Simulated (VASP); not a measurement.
# BaHf2Ag2 (P1) in VASP: single point with r2SCAN

Aim: the single point of BaHf2Ag2 with r2SCAN.

Everything below comes from runs of VASP 6.6.1. Logs are shortened: lines on timing, memory, paths and dates and some standing lists are left out, and cuts for length are marked.

## (1) The cell of the first run

The typed cell holds 5 atoms: a = 4.724 Å, b = 4.727 Å, c = 6.414 Å, α = 67.87°, β = 67.79°, γ = 90.36°.

## (2) Single point, r2SCAN

POSCAR

```
BaHf2Ag2
1.0
   -0.0147479800      4.7240752600     -0.0329359000
    4.7267930300     -0.0147479800     -0.0289902300
    2.3902262800      2.3935215900     -5.4493913300
Ba Ag Hf
1 2 2
Direct
    0.0103120000      0.0229850000      0.9899760000
    0.7276090000      0.2497280000      0.5191560000
    0.2686970000      0.7559470000      0.4752860000
    0.3389610000      0.3782040000      0.2519320000
    0.6276870000      0.6212630000      0.7397540000
```

INCAR.step1

```
PREC = Accurate
ENCUT = 520
ISMEAR = -1
SIGMA = 0.1
LREAL = F
LASPH = T
NELM = 100
NBANDS = 34
GGA = PE
ALGO = Normal
EDIFF = 1E-4
LWAVE = T
LCHARG = F
```

INCAR.step2

```
PREC = Accurate
ENCUT = 520
EDIFF = 1E-6
ISMEAR = -1
SIGMA = 0.1
LREAL = F
LASPH = T
NELM = 100
ALGO = Normal
ISIF = 2
LWAVE = F
LCHARG = F
METAGGA = R2SCAN
LMIXTAU = T
NBANDS = 34
ISTART = 1
```

KPOINTS

```
Automatic mesh
0
Gamma
  4 4 4
  0.5 0.5 0
```

Potentials or basis: VASP PAW PBE potentials, release 64 (Ba_sv, Ag, Hf_pv).

Launch:

```bash
$ cat potpaw_PBE.64/Ba_sv/POTCAR potpaw_PBE.64/Ag/POTCAR potpaw_PBE.64/Hf_pv/POTCAR > POTCAR
$ cp INCAR.step1 INCAR
$ mpirun -np 1 vasp_std > vasp.out
$ cp INCAR.step2 INCAR
$ mpirun -np 1 vasp_std > vasp.out
```

OUTCAR:

```text
PREC = Accurate
   ENCUT = 520
   EDIFF = 1E-6
   ISMEAR = -1
   LREAL = F
   LASPH = T
   NELM = 100
   ISIF = 2
   METAGGA = R2SCAN
   ISTART = 1

 ion  position               nearest neighbor table
   1  0.010  0.023  0.990-   2 3.40   5 3.47   4 3.48   3 3.51   3 3.56   5 3.56   2 3.56   4 3.56
                             3 3.56   5 3.68   2 3.71   2 3.72   4 3.72   5 3.73   3 3.75   4 3.76
   2  0.728  0.250  0.519-   5 2.59   4 2.66   5 2.71   4 2.88   3 3.24   3 3.33   3 3.35   1 3.40
                             3 3.48   1 3.56   1 3.71   1 3.72
   3  0.269  0.756  0.475-   4 2.63   4 2.70   5 2.74   5 2.78   2 3.24   2 3.33   2 3.35   2 3.48
                             1 3.51   1 3.56   1 3.56   1 3.75
   4  0.339  0.378  0.252-   3 2.63   2 2.66   3 2.70   5 2.78   2 2.88   1 3.48   1 3.56   1 3.72
                             1 3.76   1 4.01
   5  0.628  0.621  0.740-   2 2.59   2 2.71   3 2.74   4 2.78   3 2.78   1 3.47   1 3.56   1 3.68
                             1 3.73   1 4.06

  LATTYP: Found a triclinic cell.
 ALAT       =     4.7242130920
 B/A-ratio  =     1.4189942654
 C/A-ratio  =     1.3576632795
 COS(alpha) =     0.0007121837
 COS(beta)  =     0.3779268717
 COS(gamma) =     0.7090954680

  Lattice vectors:

 A1 = (   0.0147479800,  -4.7240752600,   0.0329359000)
 A2 = (   4.7415410100,  -4.7388232400,   0.0039456700)
 A3 = (  -2.3902262800,  -2.3935215900,   5.4493913300)

Analysis of symmetry for initial positions (statically):
=====================================================================
 Subroutine PRICEL returns:
 Original cell was already a primitive cell.

 Routine SETGRP: Setting up the symmetry group for a
 triclinic supercell.

 Subroutine GETGRP returns: Found  1 space group operations
 (whereof  1 operations were pure point group operations)
 out of a pool of  2 trial point group operations.

The static configuration has the point symmetry C_1 .

Analysis of symmetry for dynamics (positions and initial velocities):
=====================================================================
 Subroutine PRICEL returns:
 Original cell was already a primitive cell.

 Routine SETGRP: Setting up the symmetry group for a
 triclinic supercell.

 Subroutine GETGRP returns: Found  1 space group operations
 (whereof  1 operations were pure point group operations)
 out of a pool of  2 trial point group operations.

The dynamic configuration has the point symmetry C_1 .

 Subroutine INISYM returns: Found  1 space group operations
 (whereof  1 operations are pure point group operations),
 and found     1 'primitive' translations

----------------------------------------------------------------------------------------

                                     Primitive cell

  volume of cell :     120.9801

  direct lattice vectors                    reciprocal lattice vectors
    -0.014747980  4.724075260 -0.032935900     0.001237859  0.212339529  0.093808277
     4.726793030 -0.014747980 -0.028990230     0.212138258  0.001315025  0.093626232
     2.390226280  2.393521590 -5.449391330    -0.001136036 -0.001290367 -0.184571789

  length of vectors
     4.724213092  4.726904937  6.413890640     0.232141338  0.231884112  0.184579795

  position of ions in fractional coordinates (direct lattice)
     0.010312000  0.022985000  0.989976000
     0.727609000  0.249728000  0.519156000
     0.268697000  0.755947000  0.475286000
     0.338961000  0.378204000  0.251932000
     0.627687000  0.621263000  0.739754000

  ion indices of the primitive-cell ions
   primitive index   ion index
                 1           1
                 2           2
                 3           3
                 4           4
                 5           5

----------------------------------------------------------------------------------------

 KPOINTS: Automatic mesh

Automatic generation of k-mesh.
 Grid dimensions read from file:
 generate k-points for:    4    4    4

 Generating k-lattice:

  Cartesian coordinates                     Fractional coordinates (reciprocal lattice)
     0.000309465  0.053084882  0.023452069     0.250000000  0.000000000  0.000000000
     0.053034565  0.000328756  0.023406558    -0.000000000  0.250000000  0.000000000
    -0.000284009 -0.000322592 -0.046142947    -0.000000000  0.000000000  0.250000000

  Length of vectors
     0.058035334  0.057971028  0.046144949

  Shift w.r.t. Gamma in fractional coordinates (k-lattice)
     0.500000000  0.500000000  0.000000000

 Subroutine IBZKPT returns following result:
 ===========================================

 Found     32 irreducible k-points:

 Following reciprocal coordinates:
            Coordinates               Weight
  0.125000  0.125000  0.000000      2.000000
  0.375000  0.125000  0.000000      2.000000
 -0.375000  0.125000  0.000000      2.000000
 -0.125000  0.125000 -0.000000      2.000000
  0.125000  0.375000  0.000000      2.000000
  0.375000  0.375000  0.000000      2.000000
[... 16 lines left out ...]
 -0.375000 -0.125000  0.250000      2.000000
 -0.125000 -0.125000  0.250000      2.000000
 [... further k-points ...]
   k-points           NKPTS =     32   k-points in BZ     NKDIM =     32   number of bands    NBANDS=     34
   number of dos      NEDOS =    301   number of ions     NIONS =      5
   total plane-waves  NPLWV =  62208
   dimension x,y,z NGX =    36 NGY =   36 NGZ =   48
   dimension x,y,z NGXF=    72 NGYF=   72 NGZF=   96
   ions per type =               1   2   2
   NGX,Y,Z   is equivalent  to a cutoff of  12.67, 12.66, 12.44 a.u.
   NGXF,Y,Z  is equivalent  to a cutoff of  25.34, 25.32, 24.88 a.u.
 SYSTEM =  unknown system
   PREC   = accura    normal or accurate (medium, high low for compatibility)
   ISTART =      1    job   : 0-new  1-cont  2-samecut
   ICHARG =      0    charge: 1-file 2-atom 10-const
   ISPIN  =      1    spin polarized calculation?
   LNONCOLLINEAR =      F non collinear calculations
   LSORBIT =      F    spin-orbit coupling
   LASPH  =      T    aspherical Exc in radial PAW
   ENCUT  =  520.0 eV  38.22 Ry    6.18 a.u.   8.78  8.79 11.93*2*pi/ulx,y,z
   NELM   =    100;   NELMIN=  2; NELMDL=  0     # of ELM steps
   EDIFF  = 0.1E-05   stopping-criterion for ELM
   LREAL  =      F    real-space projection
[... 7 lines left out ...]
   TEBEG  =    0.0;   TEEND  =   0.0 temperature during run
   PSTRESS=    0.0 pullay stress
   NELECT =      52.0000    total number of electrons
   NUPDOWN=      -1.0000    fix difference up-down
   EMIN   =  10.00;   EMAX   =-10.00  energy-range for DOS
   EFERMI =   0.00;   METHOD = LEGACY
   ISMEAR =    -1;   SIGMA  =   0.10  broadening in eV -4-tet -1-fermi 0-gaus
   EFERMI_NEDOS =   21; number of points for ismear=-14 and -15
   IALGO  =     38    algorithm
   IMIX   =      4    mixing-type and parameters
     AMIX     =   0.40;   BMIX     =  1.00
     AMIX_MAG =   1.60;   BMIX_MAG =  1.00
  volume/ion in A,a.u.               =      24.20       163.28
  Fermi-wavevector in a.u.,A,eV,Ry     =   1.235486  2.334731 20.768298  1.526427
  Thomas-Fermi vector in A             =   2.370134
   LORBIT       =      0    0 simple, 1 ext, 2 COOP (PROOUT), +10 PAW based schemes
   METAGGA = R2SCAN    functional components
   LHFCALC =     F    Hartree Fock is set to
   AEXX    =    0.0000 exact exchange contribution
   IVDW    =     0    specifies the selected vdW correction
   LEPSILON=     F    determine dielectric tensor
   LRPA    =     F    only Hartree local field effects (RPA)
 non-spin polarized calculation
  energy-cutoff  :      520.00
  volume of cell :      120.98
 maximum number of plane-waves:      3277
   NGX = 17   NGY = 17   NGZ = 23

 number of electron      52.0000004 magnetization

 Free energy of the ion-electron system (eV)
  ---------------------------------------------------
  ext. energy  EPLUGINS =         0.00000000
  ---------------------------------------------------
  free energy    TOTEN  =      -156.26702323 eV

  energy without entropy =     -156.10344473  energy(sigma->0) =     -156.18523398

 E-fermi :   5.2529     XC(G=0): -11.4006

 val. band max:        5.2376557414   @ k =  -0.3750  -0.3750   0.2500
 cond. band min:       5.2829608699   @ k =  -0.1250   0.3750   0.0000
 fundamental gap:      0.0453051285
 Fermi energy:         5.2528950832

 k-point     1 :       0.1250    0.1250    0.0000
  band No.  band energies     occupation
      1     -27.0608      2.00000
      2     -27.0409      2.00000
      3     -27.0256      2.00000
      4     -26.9557      2.00000
      5     -26.9417      2.00000
      6     -26.3705      2.00000
[... 26 lines left out ...]
     33       8.8407      0.00000
     34       9.4332      0.00000

 k-point     2 :       0.3750    0.1250    0.0000
  band No.  band energies     occupation
      1     -27.0543      2.00000
      2     -27.0438      2.00000
      3     -27.0313      2.00000
      4     -26.9557      2.00000
      5     -26.9410      2.00000
      6     -26.3750      2.00000
[... 26 lines left out ...]
     33       8.3990      0.00000
     34       8.9251      0.00000

 k-point     3 :      -0.3750    0.1250    0.0000
  band No.  band energies     occupation
      1     -27.0562      2.00000
      2     -27.0408      2.00000
      3     -27.0318      2.00000
      4     -26.9589      2.00000
      5     -26.9402      2.00000
      6     -26.3727      2.00000
[... 26 lines left out ...]
     33       8.2475      0.00000
     34       9.1667      0.00000
[... 704 lines left out ...]
 k-point    23 :      -0.3750   -0.1250    0.2500
  band No.  band energies     occupation
      1     -27.0560      2.00000
      2     -27.0405      2.00000
      3     -27.0326      2.00000
      4     -26.9583      2.00000
      5     -26.9384      2.00000
      6     -26.3752      2.00000
[... 26 lines left out ...]
     33       8.3838      0.00000
     34       9.0770      0.00000

 k-point    24 :      -0.1250   -0.1250    0.2500
  band No.  band energies     occupation
      1     -27.0538      2.00000
      2     -27.0426      2.00000
      3     -27.0302      2.00000
      4     -26.9535      2.00000
      5     -26.9372      2.00000
      6     -26.3790      2.00000
[... 26 lines left out ...]
     33       8.3873      0.00000
     34       8.7594      0.00000

 [... further k-points ...]

------------------------ aborting loop because EDIFF is reached ----------------------------------------

  FORCE on cell =-STRESS in cart. coord.  units (eV):
  Direction    XX          YY          ZZ          XY          YZ          ZX
  --------------------------------------------------------------------------------------
  -------------------------------------------------------------------------------------
  Total        9.1378951      6.5166176      8.5190505      0.1189685      0.5339052     -0.9811455
  in kB      121.0160317     86.3016264    112.8204770      1.5755380      7.0706749    -12.9936193
  external PRESSURE =     106.7127117 kB  Pullay stress =       0.0000000 kB

 VOLUME and BASIS-vectors are now :
 -----------------------------------------------------------------------------
  energy-cutoff  :      520.00
  volume of cell :      120.98
      direct lattice vectors                 reciprocal lattice vectors
    -0.014747980  4.724075260 -0.032935900     0.001237859  0.212339529  0.093808277
     4.726793030 -0.014747980 -0.028990230     0.212138258  0.001315025  0.093626232
     2.390226280  2.393521590 -5.449391330    -0.001136036 -0.001290367 -0.184571789

 POSITION                                       TOTAL-FORCE (eV/Angst)
 -----------------------------------------------------------------------------------
      2.47476      2.41790     -5.39577        -0.368864     -0.472130     -0.168985
      2.41058      4.67621     -2.86029        -0.623653     -0.719958      0.565876
      4.70528      2.39580     -2.62078         0.332254      0.101421     -0.353241
      2.38487      2.19870     -1.39500        -0.167466      0.625288     -0.819682
      4.69550      4.72670     -4.06989         0.827729      0.465380      0.776032
 -----------------------------------------------------------------------------------
    total drift:                                0.000631      0.000951      0.000152

  FREE ENERGIE OF THE ION-ELECTRON SYSTEM (eV)
  ---------------------------------------------------
  free  energy   TOTEN  =      -156.2670232293 eV

  energy  without entropy=     -156.1034447274  energy(sigma->0) =     -156.18523398
```

Run time: 4 min. Hardware: 1 thread of Intel Xeon Platinum 8488C (Sapphire Rapids), shared host; peak memory 0.34 GiB.

Results:

| Item | Value |
| --- | --- |
| Free energy | -156.2670 eV |
| Pressure | 10.7 GPa |
| Largest force | 1.226 eV/Å |
| Band gap on the k mesh | zero (bands 26 and 27 overlap by 0.20 eV) |

Forces in eV/Å, atoms in the order of the input:
```
Ba  -0.369 -0.472 -0.169
Ag  -0.624 -0.720  0.566
Ag   0.332  0.101 -0.353
Hf  -0.167  0.625 -0.820
Hf   0.828  0.465  0.776
```

Stress tensor (GPa, compression positive):
```
12.10  0.16 -1.30
 0.16  8.63  0.71
-1.30  0.71 11.28
```

Caveat: the k points lie up to 0.36 Å⁻¹ apart; the PAW data sets were made with another functional, which shifts forces and pressure a little; spin-orbit coupling is left out, which moves the levels of the heavy elements.
